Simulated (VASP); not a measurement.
# Hf2C (P6_3/mmc) in VASP: notebook

Hf2C is run at these levels: PBE; tasks: single point, relaxation of cell and atoms.

Everything below comes from runs of VASP 6.6.1. Logs are shortened: lines on timing, memory, paths and dates and some standing lists are left out, and cuts for length are marked.

**1. The cell of the first run**

It takes space group P6_3/mmc (No. 194, hexagonal). The conventional cell has a = 3.248 Å, b = 3.248 Å, c = 11.027 Å, α = 90.00°, β = 90.00°, γ = 120.00°. Within 3.1 Å of Hf (site symmetry 3m) lie 3 C at 2.33 Å and 1 Hf at 2.78 Å. C (site symmetry -6m2) has 6 Hf at 2.33 Å within 3.1 Å.

**2. Single point, PBE**

Contents of INCAR:

```
SYSTEM = Hf2C
PREC = Accurate
ENCUT = 520
EDIFF = 1E-7
ISMEAR = 0
SIGMA = 0.1
LREAL = .False.
LASPH = .True.
NELM = 80
ALGO = Normal
ISIF = 2
LWAVE = .False.
LCHARG = .False.
GGA = PE
NBANDS = 33
```

Contents of KPOINTS:

```
regular mesh
0
Gamma
  12 12 4
  0 0 0
```

Contents of POSCAR:

```
Hf2C
1.0
    3.2475824947      0.0000000000      0.0000000000
   -1.6237912474      2.8124889413      0.0000000000
    0.0000000000      0.0000000000     11.0265937326
Hf C
4 2
Direct
    0.3333333333      0.6666666667      0.6240138464
    0.6666666667      0.3333333333      0.1240138464
    0.6666666667      0.3333333333      0.3759861536
    0.3333333333      0.6666666667      0.8759861536
    0.3333333333      0.6666666667      0.2500000000
    0.6666666667      0.3333333333      0.7500000000
```

Potentials or basis: VASP PAW PBE potentials, release 64 (Hf_pv, C).

Run with:

```
cat potpaw_PBE.64/Hf_pv/POTCAR potpaw_PBE.64/C/POTCAR > POTCAR
mpirun -np 1 vasp_std > vasp.out
```

OUTCAR:

```text
SYSTEM = Hf2C
   PREC = Accurate
   ENCUT = 520
   EDIFF = 1E-7
   ISMEAR = 0
   LREAL = .False.
   LASPH = .True.
   NELM = 80
   ISIF = 2
   GGA = PE

 ion  position               nearest neighbor table
   1  0.333  0.667  0.624-   6 2.33   6 2.33   6 2.33   4 2.78   3 3.32   3 3.32   3 3.32
   2  0.667  0.333  0.124-   5 2.33   5 2.33   5 2.33   3 2.78   4 3.32   4 3.32   4 3.32
   3  0.667  0.333  0.376-   5 2.33   5 2.33   5 2.33   2 2.78   1 3.32   1 3.32   1 3.32
   4  0.333  0.667  0.876-   6 2.33   6 2.33   6 2.33   1 2.78   2 3.32   2 3.32   2 3.32
   5  0.333  0.667  0.250-   2 2.33   3 2.33   2 2.33   3 2.33   2 2.33   3 2.33
   6  0.667  0.333  0.750-   1 2.33   4 2.33   1 2.33   4 2.33   1 2.33   4 2.33

  LATTYP: Found a hexagonal cell.
 ALAT       =     3.2475824947
 C/A-ratio  =     3.3953236756

  Lattice vectors:

 A1 = (   3.2475824947,   0.0000000000,   0.0000000000)
 A2 = (  -1.6237912474,   2.8124889413,   0.0000000000)
 A3 = (   0.0000000000,   0.0000000000,  11.0265937326)

Analysis of symmetry for initial positions (statically):
=====================================================================
 Subroutine PRICEL returns:
 Original cell was already a primitive cell.

 Routine SETGRP: Setting up the symmetry group for a
 hexagonal supercell.

 Subroutine GETGRP returns: Found 24 space group operations
 (whereof 12 operations were pure point group operations)
 out of a pool of 24 trial point group operations.

The static configuration has the point symmetry D_3d.
 The point group associated with its full space group is D_6h.

Analysis of symmetry for dynamics (positions and initial velocities):
=====================================================================
 Subroutine PRICEL returns:
 Original cell was already a primitive cell.

 Routine SETGRP: Setting up the symmetry group for a
 hexagonal supercell.

 Subroutine GETGRP returns: Found 24 space group operations
 (whereof 12 operations were pure point group operations)
 out of a pool of 24 trial point group operations.

The dynamic configuration has the point symmetry D_3d.
 The point group associated with its full space group is D_6h.

 Subroutine INISYM returns: Found 24 space group operations
 (whereof 12 operations are pure point group operations),
 and found     1 'primitive' translations

----------------------------------------------------------------------------------------

                                     Primitive cell

  volume of cell :     100.7146

  direct lattice vectors                    reciprocal lattice vectors
     3.247582495  0.000000000  0.000000000     0.307921354  0.177778477  0.000000000
    -1.623791247  2.812488941  0.000000000     0.000000000  0.355556954  0.000000000
     0.000000000  0.000000000 11.026593733     0.000000000  0.000000000  0.090689838

  length of vectors
     3.247582495  3.247582495 11.026593733     0.355556954  0.355556954  0.090689838

  position of ions in fractional coordinates (direct lattice)
     0.333333333  0.666666667  0.624013846
     0.666666667  0.333333333  0.124013846
     0.666666667  0.333333333  0.375986154
     0.333333333  0.666666667  0.875986154
     0.333333333  0.666666667  0.250000000
     0.666666667  0.333333333  0.750000000

  ion indices of the primitive-cell ions
   primitive index   ion index
                 1           1
                 2           2
                 3           3
                 4           4
                 5           5
                 6           6

----------------------------------------------------------------------------------------

 KPOINTS: regular mesh

Automatic generation of k-mesh.
 Grid dimensions read from file:
 generate k-points for:   12   12    4

 Generating k-lattice:

  Cartesian coordinates                     Fractional coordinates (reciprocal lattice)
     0.025660113  0.014814873  0.000000000     0.083333333  0.000000000  0.000000000
     0.000000000  0.029629746  0.000000000     0.000000000  0.083333333  0.000000000
     0.000000000  0.000000000  0.022672460     0.000000000  0.000000000  0.250000000

  Length of vectors
     0.029629746  0.029629746  0.022672460

  Shift w.r.t. Gamma in fractional coordinates (k-lattice)
     0.000000000  0.000000000  0.000000000

 Subroutine IBZKPT returns following result:
 ===========================================

 Found     57 irreducible k-points:

 Following reciprocal coordinates:
            Coordinates               Weight
  0.000000  0.000000  0.000000      1.000000
  0.083333  0.000000  0.000000      6.000000
  0.166667  0.000000  0.000000      6.000000
  0.250000  0.000000  0.000000      6.000000
  0.333333  0.000000  0.000000      6.000000
  0.416667  0.000000  0.000000      6.000000
[... 16 lines left out ...]
  0.250000  0.000000  0.250000     12.000000
  0.333333  0.000000  0.250000     12.000000
 [... further k-points ...]
   k-points           NKPTS =     57   k-points in BZ     NKDIM =     57   number of bands    NBANDS=     33
   number of dos      NEDOS =    301   number of ions     NIONS =      6
   total plane-waves  NPLWV =  48384
   dimension x,y,z NGX =    24 NGY =   24 NGZ =   84
   dimension x,y,z NGXF=    48 NGYF=   48 NGZF=  168
   ions per type =               4   2
   NGX,Y,Z   is equivalent  to a cutoff of  12.29, 12.29, 12.66 a.u.
   NGXF,Y,Z  is equivalent  to a cutoff of  24.57, 24.57, 25.33 a.u.
 SYSTEM =  Hf2C
   PREC   = accura    normal or accurate (medium, high low for compatibility)
   ISTART =      0    job   : 0-new  1-cont  2-samecut
   ICHARG =      2    charge: 1-file 2-atom 10-const
   ISPIN  =      1    spin polarized calculation?
   LNONCOLLINEAR =      F non collinear calculations
   LSORBIT =      F    spin-orbit coupling
   LASPH  =      T    aspherical Exc in radial PAW
   ENCUT  =  520.0 eV  38.22 Ry    6.18 a.u.   6.04  6.04 20.50*2*pi/ulx,y,z
   NELM   =     80;   NELMIN=  2; NELMDL= -5     # of ELM steps
   EDIFF  = 0.1E-06   stopping-criterion for ELM
   LREAL  =      F    real-space projection
   EDIFFG = 0.1E-05   stopping-criterion for IOM
   NSW    =      0    number of steps for IOM
   IBRION =     -1    ionic relax: 0-MD 1-quasi-New 2-CG
   NFREE  =      0    steps in history (QN), initial steepest desc. (CG)
   ISIF   =      2    stress and relaxation
   ISYM   =      2    0-nonsym 1-usesym 2-fastsym
   POTIM  = 0.5000    time-step for ionic-motion
   TEBEG  =    0.0;   TEEND  =   0.0 temperature during run
   PSTRESS=    0.0 pullay stress
   NELECT =      48.0000    total number of electrons
   NUPDOWN=      -1.0000    fix difference up-down
   EMIN   =  10.00;   EMAX   =-10.00  energy-range for DOS
   EFERMI =   0.00;   METHOD = LEGACY
   ISMEAR =     0;   SIGMA  =   0.10  broadening in eV -4-tet -1-fermi 0-gaus
   EFERMI_NEDOS =   21; number of points for ismear=-14 and -15
   IALGO  =     38    algorithm
   IMIX   =      4    mixing-type and parameters
     AMIX     =   0.40;   BMIX     =  1.00
     AMIX_MAG =   1.60;   BMIX_MAG =  1.00
  volume/ion in A,a.u.               =      16.79       113.28
  Fermi-wavevector in a.u.,A,eV,Ry     =   1.278766  2.416518 22.248828  1.635243
  Thomas-Fermi vector in A             =   2.411290
   LORBIT       =      0    0 simple, 1 ext, 2 COOP (PROOUT), +10 PAW based schemes
   GGA     = PE    functional components
   LHFCALC =     F    Hartree Fock is set to
   AEXX    =    0.0000 exact exchange contribution
   IVDW    =     0    specifies the selected vdW correction
   LEPSILON=     F    determine dielectric tensor
   LRPA    =     F    only Hartree local field effects (RPA)
 non-spin polarized calculation
 Gauss-broadening in eV      SIGMA  =   0.10
  energy-cutoff  :      520.00
  volume of cell :      100.71
 maximum number of plane-waves:      2748
   NGX = 13   NGY = 13   NGZ = 41

 number of electron      47.9999994 magnetization

 Free energy of the ion-electron system (eV)
  ---------------------------------------------------
  ext. energy  EPLUGINS =         0.00000000
  ---------------------------------------------------
  free energy    TOTEN  =       -58.80654196 eV

  energy without entropy =      -58.78205834  energy(sigma->0) =      -58.79430015

 E-fermi :   5.1099     XC(G=0): -11.4802

 val. band max:        5.0980714868   @ k =   0.3333   0.0000   0.0000
 cond. band min:       5.1287025627   @ k =   0.2500   0.2500   0.0000
 fundamental gap:      0.0306310759
 Fermi energy:         5.1098904752

 k-point     1 :       0.0000    0.0000    0.0000
  band No.  band energies     occupation
      1     -25.6736      2.00000
      2     -25.4261      2.00000
      3     -25.0835      2.00000
      4     -25.0835      2.00000
      5     -25.0515      2.00000
      6     -25.0515      2.00000
[... 25 lines left out ...]
     32       7.9303      0.00000
     33       8.9909      0.00000

 k-point     2 :       0.0833    0.0000    0.0000
  band No.  band energies     occupation
      1     -25.6629      2.00000
      2     -25.4259      2.00000
      3     -25.1175      2.00000
      4     -25.0930      2.00000
      5     -25.0893      2.00000
      6     -25.0590      2.00000
[... 25 lines left out ...]
     32       7.9630      0.00000
     33       8.3261      0.00000

 k-point     3 :       0.1667    0.0000    0.0000
  band No.  band energies     occupation
      1     -25.6329      2.00000
      2     -25.4297      2.00000
      3     -25.2074      2.00000
      4     -25.1890      2.00000
      5     -25.1351      2.00000
      6     -25.1187      2.00000
[... 25 lines left out ...]
     32       7.7442      0.00000
     33       8.1355      0.00000

 k-point     4 :       0.2500    0.0000    0.0000
  band No.  band energies     occupation
      1     -25.5909      2.00000
      2     -25.4577      2.00000
      3     -25.3314      2.00000
      4     -25.2960      2.00000
      5     -25.2624      2.00000
      6     -25.2317      2.00000
[... 25 lines left out ...]
     32       8.5016      0.00000
     33       8.5791      0.00000

 k-point     5 :       0.3333    0.0000    0.0000
  band No.  band energies     occupation
      1     -25.5556      2.00000
      2     -25.5345      2.00000
      3     -25.4476      2.00000
      4     -25.3870      2.00000
      5     -25.3522      2.00000
      6     -25.3482      2.00000
[... 604 lines left out ...]
 k-point    22 :       0.1667    0.0000    0.2500
  band No.  band energies     occupation
      1     -25.6090      2.00000
      2     -25.4675      2.00000
      3     -25.2136      2.00000
      4     -25.1990      2.00000
      5     -25.1255      2.00000
      6     -25.1147      2.00000
[... 25 lines left out ...]
     32       7.9823      0.00000
     33       8.4275      0.00000

 k-point    23 :       0.2500    0.0000    0.2500
  band No.  band energies     occupation
      1     -25.5709      2.00000
      2     -25.4724      2.00000
      3     -25.3406      2.00000
      4     -25.3258      2.00000
      5     -25.2482      2.00000
      6     -25.2249      2.00000
[... 25 lines left out ...]
     32       8.4536      0.00000
     33       8.6444      0.00000

 k-point    24 :       0.3333    0.0000    0.2500
  band No.  band energies     occupation
      1     -25.5386      2.00000
      2     -25.5271      2.00000
      3     -25.4661      2.00000
      4     -25.4114      2.00000
      5     -25.3611      2.00000
      6     -25.3282      2.00000
[... 25 lines left out ...]
     32       9.4297      0.00000
     33       9.5942      0.00000

 [... further k-points ...]

------------------------ aborting loop because EDIFF is reached ----------------------------------------

  FORCE on cell =-STRESS in cart. coord.  units (eV):
  Direction    XX          YY          ZZ          XY          YZ          ZX
  --------------------------------------------------------------------------------------
  -------------------------------------------------------------------------------------
  Total       -0.3434408     -0.3434408     -0.6204910      0.0000000      0.0000000      0.0000000
  in kB       -5.4634889     -5.4634889     -9.8708310      0.0000000      0.0000000      0.0000000
  external PRESSURE =      -6.9326030 kB  Pullay stress =       0.0000000 kB

 VOLUME and BASIS-vectors are now :
 -----------------------------------------------------------------------------
  energy-cutoff  :      520.00
  volume of cell :      100.71
      direct lattice vectors                 reciprocal lattice vectors
     3.247582495  0.000000000  0.000000000     0.307921354  0.177778477  0.000000000
    -1.623791247  2.812488941  0.000000000     0.000000000  0.355556954  0.000000000
     0.000000000  0.000000000 11.026593733     0.000000000  0.000000000  0.090689838

 POSITION                                       TOTAL-FORCE (eV/Angst)
 -----------------------------------------------------------------------------------
     -0.00000      1.87499      6.88075         0.000000     -0.000000      0.078394
      1.62379      0.93750      1.36745         0.000000      0.000000      0.078394
      1.62379      0.93750      4.14585        -0.000000      0.000000     -0.078394
     -0.00000      1.87499      9.65914         0.000000     -0.000000     -0.078394
     -0.00000      1.87499      2.75665        -0.000000     -0.000000      0.000000
      1.62379      0.93750      8.26995        -0.000000     -0.000000      0.000000
 -----------------------------------------------------------------------------------
    total drift:                                0.000000     -0.000000      0.000000

  FREE ENERGIE OF THE ION-ELECTRON SYSTEM (eV)
  ---------------------------------------------------
  free  energy   TOTEN  =       -58.8065419613 eV

  energy  without entropy=      -58.7820583399  energy(sigma->0) =      -58.79430015
```

Wall time 2.6 min (1 thread of Intel Xeon Platinum 8488C (Sapphire Rapids), shared host); peak memory 0.3 GiB.

What came out:

- Free energy: -58.8065 eV
- Pressure: -0.7 GPa
- Largest force: 0.078 eV/Å
- Band gap on the k mesh: zero (band 24 reaches 5.20 eV, above the bottom of band 25 at 4.93 eV)

Forces on the atoms (eV/Å):
```
Hf   0.000  0.000  0.078
Hf   0.000  0.000  0.078
Hf   0.000  0.000 -0.078
Hf   0.000  0.000 -0.078
C    0.000  0.000  0.000
C    0.000  0.000  0.000
```

Levels at points of the mesh, in eV from the Fermi level:
```tsv
k point	band 21	band 22	band 23	band 24	band 25	band 26	band 27	band 28
(0.00, 0.00, 0.00)	-1.71	-1.67	-0.59	-0.33	1.57	1.57	1.71	1.71
(0.50, 0.00, 0.00)	-1.60	-1.05	-0.71	-0.35	-0.04	0.50	0.81	1.93
(0.00, 0.00, 0.50)	-1.80	-1.80	-0.56	-0.56	1.68	1.68	1.68	1.68
(0.50, 0.00, 0.50)	-1.35	-1.35	-0.41	-0.41	0.03	0.03	1.47	1.47
```

Caveat: spin-orbit coupling is left out, which moves the levels of the heavy elements.

**3. Relaxation of cell and atoms, PBE**

This run uses another cell than the first one, of 16.07 Å³/atom, 0.957 times its volume.

Contents of INCAR:

```
SYSTEM = Hf2C
ALGO = Normal
EDIFF = 1E-6
EDIFFG = -0.04
ENCUT = 600
GGA = PE
IBRION = 2
ISIF = 3
ISMEAR = 0
LASPH = .True.
LCHARG = .False.
LREAL = .False.
LWAVE = .False.
NELM = 100
NSW = 90
PREC = Accurate
SIGMA = 0.1
```

Contents of KPOINTS:

```
k-points
0
Gamma
  6 6 2
  0 0 0
```

Contents of POSCAR:

```
Hf2C
1.0
    3.0038962000      0.0000000000      0.0000000000
   -1.5019481000      2.6014504200      0.0000000000
    0.0000000000      0.0000000000     12.3400644100
Hf C
4 2
Direct
    0.3333333300      0.6666666700      0.6278227000
    0.6666666700      0.3333333300      0.1278227000
    0.6666666700      0.3333333300      0.3721773000
    0.3333333300      0.6666666700      0.8721773000
    0.3333333300      0.6666666700      0.2500000000
    0.6666666700      0.3333333300      0.7500000000
```

Potentials or basis: VASP PAW PBE potentials, release 64 (Hf_pv, C).

Run with:

```
cat potpaw_PBE.64/Hf_pv/POTCAR potpaw_PBE.64/C/POTCAR > POTCAR
mpirun -np 1 vasp_std > vasp.out
```

It took 4.3 min on 1 thread of Intel Xeon Platinum 8488C (Sapphire Rapids), shared host; peak memory 0.25 GiB.

The run converged. Its results:

```yaml
Free_energy: -58.8065 eV
Relaxed_volume: 16.71 Å³/atom
Relaxed_cell: a = 3.245 Å, b = 3.245 Å, c = 10.995 Å, α = 90.00°, β = 90.00°, γ = 120.00°
Space_group_after_relaxing_to_0.05_Å: P6_3/mmc (No. 194)
Energy_gained_by_relaxing: 300.8 meV/atom
Ionic_steps: 9
Pressure_after_relaxing: 0.0 GPa
Band_gap_on_the_k_mesh: zero (band 24 reaches 5.26 eV, above the bottom of band 25 at 5.10 eV)
```

Forces in eV/Å, atoms in the order of the input:
```
Hf   0.000  0.000 -0.002
Hf   0.000  0.000 -0.002
Hf   0.000  0.000  0.002
Hf   0.000  0.000  0.002
C    0.000  0.000  0.000
C    0.000  0.000  0.000
```

Step by step:
```
step  energy change (eV)  largest force (eV/Å)  pressure (GPa)  volume (Å³)
   1              0.0000                0.8248            8.98        96.43
   2             -1.4166                1.4923           -5.36       108.09
   3             -1.6162                0.7815           -3.07       105.26
   4             -1.6167                0.7280           -2.83       105.02
   5             -1.7616                0.6549            0.49       101.29
   6             -1.7799                0.5690            2.43        99.44
   7             -1.7581                0.6216           -2.64       101.00
   8             -1.8043                0.0063            0.20       100.06
   9             -1.8050                0.0024           -0.03       100.27
```

Final structure:
```yaml
crystal:
  lattice:
    - [3.24496, 0.00000, 0.00000]
    - [-1.62248, 2.81021, 0.00000]
    - [0.00000, 0.00000, 10.99533]
  atoms:
    - { symbol: Hf, position: [0.33333, 0.66667, 0.62437] }
    - { symbol: Hf, position: [0.66667, 0.33333, 0.12437] }
    - { symbol: Hf, position: [0.66667, 0.33333, 0.37563] }
    - { symbol: Hf, position: [0.33333, 0.66667, 0.87563] }
    - { symbol: C, position: [0.33333, 0.66667, 0.25000] }
    - { symbol: C, position: [0.66667, 0.33333, 0.75000] }
```

Levels at points of the mesh, in eV from the Fermi level:
```tsv
k point	band 21	band 22	band 23	band 24	band 25	band 26	band 27	band 28
(0.00, 0.00, 0.00)	-1.79	-1.68	-0.63	-0.37	1.55	1.55	1.88	1.88
(0.50, 0.00, 0.00)	-1.65	-1.08	-0.73	-0.36	-0.07	0.48	0.81	1.93
(0.00, 0.00, 0.50)	-1.89	-1.89	-0.60	-0.60	1.66	1.66	1.66	1.66
(0.50, 0.00, 0.50)	-1.39	-1.39	-0.43	-0.43	0.01	0.01	1.46	1.46
```

Caveat: the k points lie up to 0.37 Å⁻¹ apart in the final cell; spin-orbit coupling is left out, which moves the levels of the heavy elements.
